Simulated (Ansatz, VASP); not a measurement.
## Pb in VASP and in Ansatz

Contents of INCAR:

```
  PREC = Accurate
  ENCUT = 520
  EDIFF = 1E-6
  ISMEAR = -1
  SIGMA = 0.08
  LREAL = F
  LASPH = T
  NELM = 80
  ALGO = Normal
  ISIF = 2
  LWAVE = F
  LCHARG = F
  GGA = PS
  NBANDS = 21
```

KPOINTS

```
Automatic mesh
0
Gamma
  14 14 8
```

The input POSCAR:

```
Pb
1.0
    3.4800006906      0.0000000000      0.0000000000
   -1.7400003453      3.0137690032      0.0000000000
    0.0000000000      0.0000000000      5.5900000000
Pb
2
Direct
    0.3333333333      0.6666666667      0.2500000000
    0.6666666667      0.3333333333      0.7500000000
```

Input for Ansatz:

```yaml
crystal:
  lattice:
    - [3.4800006906, 0.0, 0.0]
    - [-1.7400003453, 3.0137690032, 0.0]
    - [0.0, 0.0, 5.59]
  atoms:
    - { symbol: Pb, position: [0.3333333333, 0.6666666667, 0.25] }
    - { symbol: Pb, position: [0.6666666667, 0.3333333333, 0.75] }
kpoints:
  mp_grid: { grid: [14, 14, 8] }
  band_path:
    path:
      - [0.0, 0.0, 0.0]
      - [0.5, 0.0, 0.0]
      - [0.3333333333, 0.3333333333, 0.0]
      - [0.0, 0.0, 0.0]
      - [0.0, 0.0, 0.5]
      - [0.5, 0.0, 0.5]
      - [0.3333333333, 0.3333333333, 0.5]
      - [0.0, 0.0, 0.5]
      - [0.5, 0.0, 0.5]
    npoints: 14
scf:
  occupations: { method: fermi_dirac, width: 0.08 }
hamiltonian:
  xc: pbesol
  pseudopotentials: { kind: all_electron, lapw: { basis_error: 0.0005 } }
output:
  forces: true
  stress: true
  eigenvalues: true
  populations: true
  dos: { projected: true, de: 0.2, e_range: [-14, 8] }
```

Alike in both runs: task single point; functional PBEsol; k mesh 14 × 14 × 8; occupations fermi-dirac, width 0.08 eV; no spin polarisation.

```csv
,VASP,Ansatz
version,VASP 6.6.1,Ansatz 0.2.0
potentials or method,"VASP PAW PBE potentials, release 64 (Pb_d), cutoff 520 eV","all-electron LAPW, scalar-relativistic"
```

VASP gave:

* pressure (GPa): 0.9
* traceless stress, the component that is largest in VASP (GPa): 1.23

Q: Which values does Ansatz return?

A: Pressure (GPa): 1.0; traceless stress, the component that is largest in VASP (GPa): 1.23.

VASP's potentials were made for PBE, not for PBEsol. Ansatz ran all-electron here, and VASP with PAW potentials.

Neither program's run includes spin-orbit coupling.
